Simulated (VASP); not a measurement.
# VPtO2 (R-3m) in VASP: further runs

Runs on VPtO2. Level: r2SCAN. Tasks: single point, relaxation of cell and atoms.

All numbers are computed with VASP 6.6.1; they aren't measurements. Logs are shortened: lines on timing, memory, paths and dates and some standing lists are left out, and cuts for length are marked.

**1. The cell of the first run**

It takes space group R-3m (No. 166, trigonal). Conventional cell: a = 2.781 Å, b = 2.781 Å, c = 19.131 Å, α = 90.00°, β = 90.00°, γ = 120.00°. Within 2.8 Å of Pt (site symmetry -3m) lie 2 O at 2.04 Å and 6 Pt at 2.78 Å. O (site symmetry 3m) has 3 V at 1.97 Å and 1 Pt at 2.04 Å within 2.6 Å. V (site symmetry -3m) has 6 O at 1.97 Å within 2.6 Å.

**2. Single point, r2SCAN**

POSCAR

```
VPtO2
1.0
    2.7810354817      0.0000002695      0.0000000763
   -1.3905179743      2.4084472412      0.0000006955
   -1.3905179937      0.8028137147      6.3770088685
Pt O V
1 2 1
Direct
    0.0000000000      0.0000000000      0.0000000000
    0.1065678172      0.8934321828      0.3197034516
    0.8934321828      0.1065678172      0.6802965484
    0.5000000000      0.5000000000      0.5000000000
```

INCAR.step1

```
SYSTEM = VPtO2
PREC = Accurate
ENCUT = 520
ISMEAR = 1
SIGMA = 0.0137
LREAL = .False.
LASPH = .True.
NELM = 100
NBANDS = 26
GGA = PE
ALGO = Normal
EDIFF = 1E-4
LWAVE = .True.
LCHARG = .False.
```

INCAR.step2

```
SYSTEM = VPtO2
PREC = Accurate
ENCUT = 520
EDIFF = 1E-7
ISMEAR = 1
SIGMA = 0.0137
LREAL = .False.
LASPH = .True.
NELM = 100
ALGO = Normal
ISIF = 2
LWAVE = .False.
LCHARG = .False.
METAGGA = R2SCAN
LMIXTAU = .True.
NBANDS = 26
ISTART = 1
```

KPOINTS

```
regular mesh
0
Gamma
  8 8 8
  0 0 0
```

Potentials or basis: VASP PAW PBE potentials, release 64 (Pt, O, V_sv).

On the command line:

```bash
$ cat potpaw_PBE.64/Pt/POTCAR potpaw_PBE.64/O/POTCAR potpaw_PBE.64/V_sv/POTCAR > POTCAR
$ cp INCAR.step1 INCAR
$ mpirun -np 1 vasp_std > vasp.out
$ cp INCAR.step2 INCAR
$ mpirun -np 1 vasp_std > vasp.out
```

OUTCAR:

```text
SYSTEM = VPtO2
   PREC = Accurate
   ENCUT = 520
   EDIFF = 1E-7
   ISMEAR = 1
   LREAL = .False.
   LASPH = .True.
   NELM = 100
   ISIF = 2
   METAGGA = R2SCAN
   ISTART = 1

 ion  position               nearest neighbor table
   1  0.000  0.000  0.000-   2 2.04   3 2.04
   2  0.107  0.893  0.320-   4 1.97   4 1.97   4 1.97   1 2.04
   3  0.893  0.107  0.680-   4 1.97   4 1.97   4 1.97   1 2.04
   4  0.500  0.500  0.500-   3 1.97   2 1.97   2 1.97   3 1.97   2 1.97   3 1.97

  LATTYP: Found a trigonal (rhomboedric) cell.
 ALAT       =     6.5760392532
 COS(alpha) =     0.9105759634

  Lattice vectors:

 A1 = (  -0.0000000194,  -1.6056335265,   6.3770081730)
 A2 = (   1.3905174880,   0.8028139842,   6.3770089448)
 A3 = (  -1.3905179937,   0.8028137147,   6.3770088685)

Analysis of symmetry for initial positions (statically):
=====================================================================
 Subroutine PRICEL returns:
 Original cell was already a primitive cell.

 Routine SETGRP: Setting up the symmetry group for a
 trigonal (rhombohedral) supercell.

 Subroutine GETGRP returns: Found 12 space group operations
 (whereof 12 operations were pure point group operations)
 out of a pool of 12 trial point group operations.

The static configuration has the point symmetry D_3d.

Analysis of symmetry for dynamics (positions and initial velocities):
=====================================================================
 Subroutine PRICEL returns:
 Original cell was already a primitive cell.

 Routine SETGRP: Setting up the symmetry group for a
 trigonal (rhombohedral) supercell.

 Subroutine GETGRP returns: Found 12 space group operations
 (whereof 12 operations were pure point group operations)
 out of a pool of 12 trial point group operations.

The dynamic configuration has the point symmetry D_3d.

 Subroutine INISYM returns: Found 12 space group operations
 (whereof 12 operations are pure point group operations),
 and found     1 'primitive' translations

----------------------------------------------------------------------------------------

                                     Primitive cell

  volume of cell :      42.7131

  direct lattice vectors                    reciprocal lattice vectors
     2.781035482  0.000000270  0.000000076     0.359578275  0.207602645  0.052271185
[... 89 lines left out ...]
   NELM   =    100;   NELMIN=  2; NELMDL=  0     # of ELM steps
   EDIFF  = 0.1E-06   stopping-criterion for ELM
   LREAL  =      F    real-space projection
   EDIFFG = 0.1E-05   stopping-criterion for IOM
   NSW    =      0    number of steps for IOM
   IBRION =     -1    ionic relax: 0-MD 1-quasi-New 2-CG
   NFREE  =      0    steps in history (QN), initial steepest desc. (CG)
   ISIF   =      2    stress and relaxation
   ISYM   =      2    0-nonsym 1-usesym 2-fastsym
   POTIM  = 0.5000    time-step for ionic-motion
   TEBEG  =    0.0;   TEEND  =   0.0 temperature during run
   PSTRESS=    0.0 pullay stress
   NELECT =      35.0000    total number of electrons
   NUPDOWN=      -1.0000    fix difference up-down
   EMIN   =  10.00;   EMAX   =-10.00  energy-range for DOS
   EFERMI =   0.00;   METHOD = LEGACY
   ISMEAR =     1;   SIGMA  =   0.01  broadening in eV -4-tet -1-fermi 0-gaus
   EFERMI_NEDOS =   21; number of points for ismear=-14 and -15
   IALGO  =     38    algorithm
   IMIX   =      4    mixing-type and parameters
     AMIX     =   0.40;   BMIX     =  1.00
     AMIX_MAG =   1.60;   BMIX_MAG =  1.00
  volume/ion in A,a.u.               =      10.68        72.06
  Fermi-wavevector in a.u.,A,eV,Ry     =   1.531948  2.894961 31.931021  2.346864
  Thomas-Fermi vector in A             =   2.639222
   LORBIT       =      0    0 simple, 1 ext, 2 COOP (PROOUT), +10 PAW based schemes
   METAGGA = R2SCAN    functional components
   LHFCALC =     F    Hartree Fock is set to
   AEXX    =    0.0000 exact exchange contribution
   IVDW    =     0    specifies the selected vdW correction
   LEPSILON=     F    determine dielectric tensor
   LRPA    =     F    only Hartree local field effects (RPA)
 non-spin polarized calculation
 Methfessel and Paxton  Order N= 1 SIGMA  =   0.01
  energy-cutoff  :      520.00
  volume of cell :       42.71
 maximum number of plane-waves:      1166
 NGX is ok and might be reduce to    24
   NGX = 11   NGY = 11   NGZ = 25

 number of electron      35.0000001 magnetization

 Free energy of the ion-electron system (eV)
  ---------------------------------------------------
  ext. energy  EPLUGINS =         0.00000000
  ---------------------------------------------------
  free energy    TOTEN  =       -84.27539840 eV

  energy without entropy =      -84.27545034  energy(sigma->0) =      -84.27541571

 E-fermi :   9.0211     XC(G=0): -13.5576

 val. band max:        9.0098885673   @ k =  -0.3750   0.2500   0.0000
 cond. band min:       9.0292845031   @ k =  -0.3750   0.1250   0.0000
 fundamental gap:      0.0193959357
 Fermi energy:         9.0211364124

 k-point     1 :       0.0000    0.0000    0.0000
  band No.  band energies     occupation
      1     -58.9974      2.00000
      2     -31.6682      2.00000
      3     -31.5358      2.00000
      4     -31.5358      2.00000
      5     -13.4926      2.00000
      6     -12.1592      2.00000
[... 685 lines left out ...]
     25      19.5936      0.00000
     26      22.4633      0.00000

 [... further k-points ...]

------------------------ aborting loop because EDIFF is reached ----------------------------------------

  FORCE on cell =-STRESS in cart. coord.  units (eV):
  Direction    XX          YY          ZZ          XY          YZ          ZX
  --------------------------------------------------------------------------------------
  -------------------------------------------------------------------------------------
  Total        0.2791751      0.2791751      0.5862025     -0.0000000     -0.0000001     -0.0000000
  in kB       10.4719259     10.4719259     21.9885986     -0.0000000     -0.0000035     -0.0000003
  external PRESSURE =      14.3108168 kB  Pullay stress =       0.0000000 kB

 VOLUME and BASIS-vectors are now :
 -----------------------------------------------------------------------------
  energy-cutoff  :      520.00
  volume of cell :       42.71
      direct lattice vectors                 reciprocal lattice vectors
     2.781035482  0.000000270  0.000000076     0.359578275  0.207602645  0.052271185
    -1.390517974  2.408447241  0.000000695    -0.000000039  0.415205268 -0.052270985
    -1.390517994  0.802813715  6.377008868    -0.000000004 -0.000000048  0.156813336

 POSITION                                       TOTAL-FORCE (eV/Angst)
 -----------------------------------------------------------------------------------
      0.00000      0.00000      0.00000        -0.000000      0.000000     -0.000000
     -1.39052      2.40845      2.03875         0.000000      0.000000     -0.001447
      1.39052      0.80281      4.33826        -0.000000     -0.000000      0.001447
     -0.00000      1.60563      3.18850        -0.000000      0.000000     -0.000000
 -----------------------------------------------------------------------------------
    total drift:                                0.000000      0.000000     -0.000000

  FREE ENERGIE OF THE ION-ELECTRON SYSTEM (eV)
  ---------------------------------------------------
  free  energy   TOTEN  =       -84.2753983998 eV

  energy  without entropy=      -84.2754503425  energy(sigma->0) =      -84.27541571
```

OSZICAR.step1:

```text
N       E                     dE             d eps       ncg     rms          rms(c)
DAV:   1     0.356500464132E+03    0.35650E+03   -0.19804E+04  3500   0.140E+03
DAV:   2    -0.179995040330E+02   -0.37450E+03   -0.35752E+03  3714   0.415E+02
DAV:   3    -0.369279530413E+02   -0.18928E+02   -0.18625E+02  3902   0.101E+02
DAV:   4    -0.371074630877E+02   -0.17951E+00   -0.17931E+00  3662   0.104E+01
DAV:   5    -0.371089538122E+02   -0.14907E-02   -0.14906E-02  3692   0.994E-01    0.335E+01
DAV:   6    -0.349143868920E+02    0.21946E+01   -0.45163E+01  4290   0.545E+01    0.238E+01
DAV:   7    -0.357693024754E+02   -0.85492E+00   -0.87914E+01  3784   0.669E+01    0.298E+01
DAV:   8    -0.329629738670E+02    0.28063E+01   -0.38979E+00  3568   0.145E+01    0.171E+01
DAV:   9    -0.310032886229E+02    0.19597E+01   -0.83340E+00  3700   0.163E+01    0.238E+00
DAV:  10    -0.309721862055E+02    0.31102E-01   -0.14753E-01  3502   0.316E+00    0.125E+00
DAV:  11    -0.309693035406E+02    0.28827E-02   -0.31948E-02  3656   0.131E+00    0.302E-01
DAV:  12    -0.309686749759E+02    0.62856E-03   -0.29253E-03  3558   0.442E-01    0.169E-01
DAV:  13    -0.309687131643E+02   -0.38188E-04   -0.48898E-04  3060   0.140E-01
   1 F= -.30968713E+02 E0= -.30968706E+02  d E =-.228392E-04
```

Wall time 4.3 min (1 thread of Intel Xeon Platinum 8488C (Sapphire Rapids), shared host); peak memory 0.22 GiB.

What came out:

- Free energy: -84.2754 eV
- Pressure: 1.4 GPa
- Band gap on the k mesh: zero (an odd number of electrons rules out a gap without spin polarisation)

Stress tensor (GPa, compression positive):
```
1.05 0.00 0.00
0.00 1.05 0.00
0.00 0.00 2.20
```

Caveat: the PAW data sets were made with another functional, which shifts forces and pressure a little; spin-orbit coupling is left out, which moves the levels of the heavy elements; an odd number of electrons without spin polarisation forces a metal; a magnetic or distorted state may lie lower; the run has no spin polarisation, though such a crystal can be magnetic; semilocal functionals often make such compounds metallic where correlation or magnetic order opens a gap, which also shifts bond lengths. With open d or f shells a metallic result of r2SCAN can be an artefact of self-interaction; +U or a hybrid may open a gap.

**3. Relaxation of cell and atoms, r2SCAN**

This run uses another cell than the first one, of 11.67 Å³/atom.

POSCAR

```
VPtO2
1.0
    2.9785509000      0.0000000000      0.0000000000
   -1.4892759500      2.5795036500      0.0000000000
   -1.4892759500      0.8598308500      6.0732120700
Pt O V
1 2 1
Direct
    0.0000000000      0.0000000000      0.0000000000
    0.1112000000      0.8888000000      0.3336000000
    0.8888000000      0.1112000000      0.6664000000
    0.5000000000      0.5000000000      0.5000000000
```

INCAR.step1

```
PREC     = Accurate       # precision mode
ENCUT    = 600            # plane-wave cutoff, eV
ISMEAR   = 1              # smearing method
SIGMA    = 0.0137         # smearing width, eV
LREAL    = F              # projectors in reciprocal space
LASPH    = T              # aspherical terms in the spheres
NELM     = 100            # most SCF steps
GGA      = PE             # functional
ALGO     = Normal         # electronic algorithm
EDIFF    = 1E-4           # SCF threshold, eV
LWAVE    = T              # write WAVECAR
LCHARG   = F              # write CHGCAR
```

INCAR.step2

```
PREC     = Accurate       # precision mode
ENCUT    = 600            # plane-wave cutoff, eV
EDIFF    = 1E-7           # SCF threshold, eV
ISMEAR   = 1              # smearing method
SIGMA    = 0.0137         # smearing width, eV
LREAL    = F              # projectors in reciprocal space
LASPH    = T              # aspherical terms in the spheres
NELM     = 100            # most SCF steps
ALGO     = Normal         # electronic algorithm
ISIF     = 3              # what is computed and relaxed
LWAVE    = F              # write WAVECAR
LCHARG   = F              # write CHGCAR
METAGGA  = R2SCAN         # meta-GGA
LMIXTAU  = T            
IBRION   = 2              # ionic algorithm
NSW      = 100            # ionic steps
EDIFFG   = -0.01          # ionic threshold
ISTART   = 1
```

KPOINTS

```
regular mesh
0
Gamma
  8 8 8
```

Potentials or basis: VASP PAW PBE potentials, release 64 (Pt, O, V_sv).

On the command line:

```bash
$ cat potpaw_PBE.64/Pt/POTCAR potpaw_PBE.64/O/POTCAR potpaw_PBE.64/V_sv/POTCAR > POTCAR
$ cp INCAR.step1 INCAR
$ mpirun -np 1 vasp_std > vasp.out
$ cp INCAR.step2 INCAR
$ mpirun -np 1 vasp_std > vasp.out
```

OUTCAR:

```text
PREC = Accurate
   ENCUT = 600
   EDIFF = 1E-7
   ISMEAR = 1
   LREAL = F
   LASPH = T
   NELM = 100
   ISIF = 3
   METAGGA = R2SCAN
   IBRION = 2
   NSW = 100
   EDIFFG = -0.01
   ISTART = 1

 ion  position               nearest neighbor table
   1  0.000  0.000  0.000-   2 2.03   3 2.03
   2  0.111  0.889  0.334-   4 1.99   4 1.99   4 1.99   1 2.03
   3  0.889  0.111  0.666-   4 1.99   4 1.99   4 1.99   1 2.03
   4  0.500  0.500  0.500-   2 1.99   3 1.99   3 1.99   2 1.99   2 1.99   3 1.99

  LATTYP: Found a trigonal (rhomboedric) cell.
 ALAT       =     6.3119851705
 COS(alpha) =     0.8886606196

  Lattice vectors:

 A1 = (  -1.4892759500,   0.8598308500,   6.0732120700)
 A2 = (  -0.0000000000,  -1.7196728000,   6.0732120700)
 A3 = (   1.4892749500,   0.8598308500,   6.0732120700)

Analysis of symmetry for initial positions (statically):
=====================================================================
 Subroutine PRICEL returns:
 Original cell was already a primitive cell.

 Routine SETGRP: Setting up the symmetry group for a
 trigonal (rhombohedral) supercell.

 Subroutine GETGRP returns: Found 12 space group operations
[... 278 lines left out ...]
  free  energy   TOTEN  =       -84.1109719005 eV

  energy  without entropy=      -84.1110164231  energy(sigma->0) =      -84.11098674

[... ionic steps 4 to 10 ...]

--------------------------------------- Ionic step       11  -------------------------------------------

 number of electron      35.0000003 magnetization

------------------------ aborting loop because EDIFF is reached ----------------------------------------
[... 71 lines left out ...]
--------------------------------------- Ionic step       13  -------------------------------------------

 number of electron      35.0000002 magnetization

 Free energy of the ion-electron system (eV)
  ---------------------------------------------------
  ext. energy  EPLUGINS =         0.00000000
  ---------------------------------------------------
  free energy    TOTEN  =       -84.29095923 eV

  energy without entropy =      -84.29096207  energy(sigma->0) =      -84.29096018

 E-fermi :   8.9525     XC(G=0): -13.5311

 val. band max:        8.9432829976   @ k =  -0.3750   0.2500   0.0000
 cond. band min:       8.9592907269   @ k =   0.1250   0.0000   0.2500
 fundamental gap:      0.0160077293
 Fermi energy:         8.9524570760

 k-point     1 :       0.0000    0.0000    0.0000
  band No.  band energies     occupation
      1     -59.0665      2.00000
      2     -31.7343      2.00000
      3     -31.6057      2.00000
      4     -31.6057      2.00000
      5     -13.5186      2.00000
      6     -12.1990      2.00000
[... 565 lines left out ...]
     20       9.7572      0.00000
     21      11.8942      0.00000

 [... further k-points ...]

------------------------ aborting loop because EDIFF is reached ----------------------------------------

  FORCE on cell =-STRESS in cart. coord.  units (eV):
  Direction    XX          YY          ZZ          XY          YZ          ZX
  --------------------------------------------------------------------------------------
  -------------------------------------------------------------------------------------
  Total        0.0213277      0.0213278      0.0302543     -0.0000000     -0.0000000     -0.0000000
  in kB        0.7968203      0.7968218      1.1303224     -0.0000001     -0.0000007     -0.0000001
  external PRESSURE =       0.9079882 kB  Pullay stress =       0.0000000 kB
[... 19 lines left out ...]
  FREE ENERGIE OF THE ION-ELECTRON SYSTEM (eV)
  ---------------------------------------------------
  free  energy   TOTEN  =       -84.2909592284 eV

  energy  without entropy=      -84.2909620734  energy(sigma->0) =      -84.29096018

 reached required accuracy - stopping structural energy minimisation
```

Run time: 35 min. Hardware: 1 thread of Intel Xeon Platinum 8488C (Sapphire Rapids), shared host; peak memory 0.26 GiB.

What came out:

| Item | Value |
| --- | --- |
| Free energy | -84.2910 eV |
| Relaxed volume | 10.72 Å³/atom |
| Relaxed cell | a = 2.783 Å, b = 2.783 Å, c = 6.591 Å, α = 77.81°, β = 102.19°, γ = 120.00° |
| Space group after relaxing (to 0.1 Å) | R-3m (No. 166) |
| Energy gained by relaxing | 107.1 meV/atom |
| Ionic steps | 13 |
| Pressure after relaxing | 0.1 GPa |
| Band gap on the k mesh | zero (an odd number of electrons rules out a gap without spin polarisation) |

Step by step:
```tsv
step	energy change (eV)	largest force (eV/Å)	pressure (GPa)	volume (Å³)
1	0.0000	0.3374	-8.14	46.66
2	-0.2484	1.3904	8.70	42.72
3	-0.2484	1.4151	9.20	42.63
4	-0.3807	0.9673	6.48	42.33
5	-0.3949	0.7376	5.53	42.18
6	-0.4248	0.2397	-0.70	43.10
7	-0.4251	0.1938	-1.25	43.19
8	-0.4276	0.1000	-0.43	43.04
9	-0.4280	0.0522	-0.03	42.96
10	-0.4282	0.0283	-0.08	42.95
11	-0.4284	0.0073	-0.16	42.93
12	-0.4284	0.0098	-0.17	42.93
13	-0.4284	0.0012	0.09	42.88
```

Final structure:
```yaml
crystal:
  lattice:
    - [2.78320, 0.00000, 0.00000]
    - [-1.39160, 2.41032, 0.00000]
    - [-1.39160, 0.80344, 6.39257]
  atoms:
    - { symbol: Pt, position: [0.00000, 0.00000, 0.00000] }
    - { symbol: O, position: [0.10660, 0.89340, 0.31980] }
    - { symbol: O, position: [0.89340, 0.10660, 0.68020] }
    - { symbol: V, position: [0.50000, 0.50000, 0.50000] }
```

Caveat: the PAW data sets were made with another functional, which shifts forces and pressure a little; spin-orbit coupling is left out, which moves the levels of the heavy elements; an odd number of electrons without spin polarisation forces a metal; a magnetic or distorted state may lie lower; the run has no spin polarisation, though such a crystal can be magnetic; semilocal functionals often make such compounds metallic where correlation or magnetic order opens a gap, which also shifts bond lengths. With open d or f shells a metallic result of r2SCAN can be an artefact of self-interaction; +U or a hybrid may open a gap.
